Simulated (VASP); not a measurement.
Set up this calculation in VASP 6.6.1, as the native input.

| Item | Value |
| --- | --- |
| Task | single point |
| Functional | PBEsol |
| Potentials or basis | VASP PAW PBE potentials, release 64 (In_d, P) |
| Cutoff | 520 eV |
| k mesh | 8 × 8 × 8 |
| Occupations | fermi-dirac, width 0.05 eV |
| Spin | no spin polarisation |
| Dipole correction | no |
| Further INCAR settings | ALGO = Normal; EDIFF = 1e-06; NBANDS = 16 |

The structure of InP lies in POSCAR:

```
InP
1.0
    0.0000000000      2.8231386496      2.8231386496
    2.8231386496      0.0000000000      2.8231386496
    2.8231386496      2.8231386496      0.0000000000
In P
1 1
Direct
    0.0000000000      0.0000000000      0.0000000000
    0.5000000000      0.5000000000      0.5000000000
```

This cell differs from its parent crystal: volume scaled by 1.06.

The input as run:

INCAR

```
SYSTEM = InP
PREC = Accurate
ENCUT = 520
EDIFF = 1E-6
ISMEAR = -1
SIGMA = 0.05
LREAL = .False.
LASPH = .True.
NELM = 60
ALGO = Normal
ISIF = 2
LWAVE = .False.
LCHARG = .False.
GGA = PS
NBANDS = 16
```

KPOINTS

```
Automatic mesh
0
Gamma
  8 8 8
  0 0 0
```

Potentials or basis: VASP PAW PBE potentials, release 64 (In_d, P).

Launch:

```sh
$ cat potpaw_PBE.64/In_d/POTCAR potpaw_PBE.64/P/POTCAR > POTCAR
$ mpirun -np 1 vasp_std > vasp.out
```

Results of the run:

* Pressure: -6.7 GPa
* Band gap on the k mesh: zero (band 9 reaches 6.53 eV, above the bottom of band 10 at 4.08 eV)

Caveat: the PAW data sets were made with another functional, which shifts forces and pressure a little; spin-orbit coupling is left out, which moves the levels of the heavy elements.

It took 23 s on 1 thread of Intel Xeon 6975P-C, on a shared host, peak memory 0.17 GiB.
